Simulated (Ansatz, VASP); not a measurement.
# Nb3C in VASP and in Ansatz

```xyz
4
Lattice="0.0000 3.1005 3.1005 3.1005 0.0000 3.1005 3.1005 3.1005 0.0000" Properties=species:S:1:pos:R:3 pbc="T T T"
Nb    0.0000    0.0000    0.0000
Nb    1.5503    1.5503    1.5503
Nb    4.6508    4.6508    4.6508
C     3.1005    3.1005    3.1005
```

Alike in both runs: task relaxation of cell and atoms; functional PBE; k mesh 14 × 14 × 14; occupations gaussian, width 0.1 eV; no spin polarisation.

|  | VASP | Ansatz |
| --- | --- | --- |
| version | VASP 6.6.1 | Ansatz 0.2.0 |
| potentials or method | VASP PAW PBE potentials, release 64 (Nb_sv, C), cutoff 600 eV | scalar-relativistic, plane waves, PAW |
| valence electrons in the cell | 43 | 43 |

```csv
,VASP,Ansatz,Ansatz less VASP
"gap on the k mesh at the Fermi level, each at its own relaxed structure (eV)",none,none,-
relaxed volume (Å³/atom),14.84,14.86,+0.017
relaxed length of the cell vector where the two differ most in proportion (Å),4.378,4.380,+0.0017
```

A gap of «none» marks a metal or a gap that the smearing closes.
